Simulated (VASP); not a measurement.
Set up this calculation in VASP 6.6.1, as the native input.

| Property | Result |
| --- | --- |
| Task | relaxation of cell and atoms |
| Functional | PBEsol |
| Potentials or basis | VASP PAW PBE potentials, release 64 (Si, C) |
| Cutoff | 600 eV |
| k mesh | 8 × 8 × 6 |
| Occupations | gaussian, width 0.01 eV |
| Spin | no spin polarisation |
| Target pressure | 10 GPa |
| Dipole correction | no |
| Further INCAR settings | ALGO = Normal; EDIFF = 1e-06; IBRION = 2; EDIFFG = -0.002; NSW = 100; ISIF = 3 |

The structure of SiC lies in POSCAR:

```
SiC
1.0
    3.0757719604      0.0000000000      0.0000000000
   -1.5378859802      2.6636966539      0.0000000000
    0.0000000000      0.0000000000      5.0475313094
Si C
2 2
Direct
    0.3333333333      0.6666666667      0.0045931156
    0.6666666667      0.3333333333      0.5045931156
    0.3333333333      0.6666666667      0.3804068844
    0.6666666667      0.3333333333      0.8804068844
```

These files were run (other wordings do the same):

INCAR

```
SYSTEM = SiC
ALGO     = Normal         ! electronic algorithm
EDIFF    = 1E-6           ! SCF threshold, eV
EDIFFG   = -0.002         ! ionic threshold
ENCUT    = 600            ! plane-wave cutoff, eV
GGA      = PS             ! functional
IBRION   = 2              ! ionic algorithm
ISIF     = 3              ! what is computed and relaxed
ISMEAR   = 0              ! smearing method
LASPH    = .TRUE.         ! aspherical terms in the spheres
LCHARG   = .FALSE.        ! write CHGCAR
LREAL    = .FALSE.        ! projectors in reciprocal space
LWAVE    = .FALSE.        ! write WAVECAR
NELM     = 100            ! most SCF steps
NSW      = 100            ! ionic steps
PREC     = Accurate       ! precision mode
PSTRESS  = 100.0        
SIGMA    = 0.01           ! smearing width, eV
```

KPOINTS

```
k-points
0
G
  8 8 6
  0 0 0
```

Potentials or basis: VASP PAW PBE potentials, release 64 (Si, C).

Launch:

```sh
$ cat potpaw_PBE.64/Si/POTCAR potpaw_PBE.64/C/POTCAR > POTCAR
$ mpirun -np 1 vasp_std > vasp.out
```

It gave:

| Property | Result |
| --- | --- |
| Relaxed volume | 9.93 Å³/atom |
| Relaxed cell | a = 3.035 Å, b = 3.035 Å, c = 4.979 Å, α = 90.00°, β = 90.00°, γ = 120.00° |
| Space group after relaxing (to 0.1 Å) | P6_3mc (No. 186) |
| Energy change on relaxing (the run minimises the enthalpy) | +12.7 meV/atom |
| Ionic steps | 7 |
| Pressure after relaxing | 10.0 GPa |
| Band gap on the k mesh | 2.31 eV (least direct gap 3.93 eV) |

Caveat: the cell is relaxed towards a set pressure, so the run minimises the enthalpy, not the energy; the PAW data sets were made with another functional, which shifts forces and pressure a little.

Run time: 2.1 min on 1 thread of Intel Xeon 8259CL, on a shared host, peak memory 0.18 GiB.
